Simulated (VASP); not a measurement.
Crystal: LiAl7.

```
Li Al
1.0
     0.00000    4.09831    4.09831
     4.09831    0.00000    4.09831
     4.09831    4.09831    0.00000
Li Al
1 7
Direct
  0.00000 0.00000 0.00000
  0.99906 0.50094 0.50094
  0.50094 0.99906 0.99906
  0.50094 0.99906 0.50094
  0.99906 0.50094 0.99906
  0.50094 0.50094 0.99906
  0.99906 0.99906 0.50094
  0.25000 0.25000 0.25000
```

```yaml
Program: VASP 6.6.1
Task: relaxation of cell and atoms
Functional: PBE
Potentials_or_basis: VASP PAW PBE potentials, release 64 (Li_sv, Al)
Cutoff: 600 eV
k_mesh: 4 × 4 × 4
Occupations: gaussian, width 0.1 eV
Spin: no spin polarisation
```

At the start: pressure 25.2 GPa; volume 17.21 Å³/atom.

Q: Where does the relaxation end?

A: Over 5 steps the energy falls by 890.9 meV/atom and the volume is 22.40 Å³/atom (+30.1 %); space group F-43m (No. 216, to 0.05 Å).

The path:
| step | energy change (eV) | largest force (eV/Å) | pressure (GPa) | volume (Å³) |
| --- | --- | --- | --- | --- |
| 1 | 0.0000 | 6.2166 | 25.20 | 137.67 |
| 2 | -6.8790 | 0.1991 | -3.81 | 198.96 |
| 3 | -6.9754 | 0.6018 | -2.41 | 188.74 |
| 4 | -7.1242 | 0.1274 | -0.32 | 180.49 |
| 5 | -7.1276 | 0.0283 | 0.10 | 179.16 |

Final structure:
```
Li Al
1.0
     0.00000    4.47446    4.47446
     4.47446    0.00000    4.47446
     4.47446    4.47446    0.00000
Li Al
1 7
Direct
  0.00000 0.00000 0.00000
  0.96322 0.53678 0.53678
  0.53678 0.96322 0.96322
  0.53678 0.96322 0.53678
  0.96322 0.53678 0.96322
  0.53678 0.53678 0.96322
  0.96322 0.96322 0.53678
  0.25000 0.25000 0.25000
```

Caveat: the cutoff is under 1.25 times the usual one of these potentials, so pressure, stress and relaxed cells hold a basis-set (Pulay) error; the volume moved by over 15 % at a fixed basis, so the end points are rough.
